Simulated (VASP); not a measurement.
Write the native input for VASP 6.6.1 that does the following.

```yaml
Task: single point
Functional: PBEsol
Potentials_or_basis: VASP PAW PBE potentials, release 64 (Al, Ni)
Cutoff: 520 eV
k_mesh: 20 × 20 × 20
Occupations: gaussian, width 0.15 eV
Spin: no spin polarisation
Dipole_correction: no
Further_INCAR_settings: ALGO = Fast; EDIFF = 1e-07; NBANDS = 14
```

The structure of AlNi lies in POSCAR:

```
AlNi
1.0
    2.0213280871     -2.0213497883      0.0000000000
    2.0213280871      2.0213497883      0.0000000000
    0.0000000000      0.0000000000      2.8694088109
Al Ni
1 1
Direct
    0.0000000000      0.0000000000     -0.0697007688
    0.5000000000      0.5000000000      0.5000000000
```

This cell differs from its parent crystal: atom 1 (Al) moved by (+0.000, -0.200) A along [1 1 0] and z.

One way to write it, as run:

INCAR

```
SYSTEM = AlNi
PREC = Accurate
ENCUT = 520
EDIFF = 1E-7
ISMEAR = 0
SIGMA = 0.15
LREAL = .False.
LASPH = .True.
NELM = 100
ALGO = Fast
ISIF = 2
LWAVE = .False.
LCHARG = .True.
GGA = PS
LELF = .True.
LVHAR = .True.
NBANDS = 14
```

KPOINTS

```
Automatic mesh
0
Gamma
  20 20 20
  0 0 0
```

Potentials or basis: VASP PAW PBE potentials, release 64 (Al, Ni).

Launch:

```sh
$ cat potpaw_PBE.64/Al/POTCAR potpaw_PBE.64/Ni/POTCAR > POTCAR
$ mpirun -np 1 vasp_std > vasp.out
```

Results of the run:

| Quantity | Value |
| --- | --- |
| Pressure | 2.9 GPa |
| Largest force | 1.251 eV/Å |
| Band gap on the k mesh | zero (an odd number of electrons rules out a gap without spin polarisation) |

Caveat: the cell differs from its parent crystal (atom 1 (Al) moved by (+0.000, -0.200) A along [1 1 0] and z); the PAW data sets were made with another functional, which shifts forces and pressure a little.

It took 8.8 min on 1 thread of Intel Xeon 8259CL, on a shared host, peak memory 0.5 GiB.
